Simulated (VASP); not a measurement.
Sn2Pb:

```
Sn Pb
1.0
     3.68152    0.00000    0.00000
    -1.84076    3.18829    0.00000
     0.00000    0.00000    7.82317
Sn Pb
2 1
Direct
  0.00000 0.00000 0.26943
  0.00000 0.00000 0.74386
  0.00000 0.00000 0.00611
```

```yaml
Program: VASP 6.6.1
Task: relaxation of cell and atoms
Functional: PBE
Potentials_or_basis: VASP PAW PBE potentials, release 64 (Sn_d, Pb_d)
Cutoff: 600 eV
k_mesh: 6 × 6 × 3
Occupations: gaussian, width 0.2 eV
Spin: no spin polarisation
```

At the start: pressure 52.8 GPa; volume 30.61 Å³/atom.

Where does the relaxation end?

Over 15 steps the energy falls by 4102.6 meV/atom and the volume is 30.16 Å³/atom (-1.5 %); space group P6/mmm (No. 191, to 0.05 Å).

Step by step:
| step | energy change (eV) | largest force (eV/Å) | pressure (GPa) | volume (Å³) |
| --- | --- | --- | --- | --- |
| 1 | 0.0000 | 22.5318 | 52.78 | 91.83 |
| 2 | 2.1845 | 0.5546 | -30.22 | 226.98 |
| 3 | -10.4980 | 0.3619 | -5.71 | 155.46 |
| 4 | -10.5272 | 0.3451 | -5.72 | 153.84 |
| 5 | -11.3636 | 0.2185 | -6.14 | 122.77 |
| 6 | -11.5836 | 0.1293 | -3.55 | 107.29 |
| 7 | -11.6115 | 0.2959 | -5.01 | 112.78 |
| 8 | -11.6208 | 0.2727 | -4.64 | 111.09 |
| 9 | -12.1612 | 0.2969 | -2.73 | 97.80 |
| 10 | -12.2962 | 0.2818 | 0.37 | 89.77 |
| 11 | -12.2962 | 0.2832 | 0.58 | 89.36 |
| 12 | -12.3042 | 0.1677 | 0.10 | 90.23 |
| 13 | -12.3048 | 0.1311 | -0.06 | 90.54 |
| 14 | -12.3068 | 0.0864 | -0.08 | 90.52 |
| 15 | -12.3078 | 0.0219 | -0.10 | 90.49 |

Final structure:
```
Sn Pb
1.0
     3.28283    0.00000    0.00000
    -1.64141    2.84301    0.00000
     0.00000    0.00000    9.69563
Sn Pb
2 1
Direct
  0.00000 0.00000 0.34396
  0.00000 0.00000 0.66856
  0.00000 0.00000 0.00689
```

Caveat: the relaxation stopped at a loose force limit of 0.08 eV/Å, so its end isn't a converged minimum.
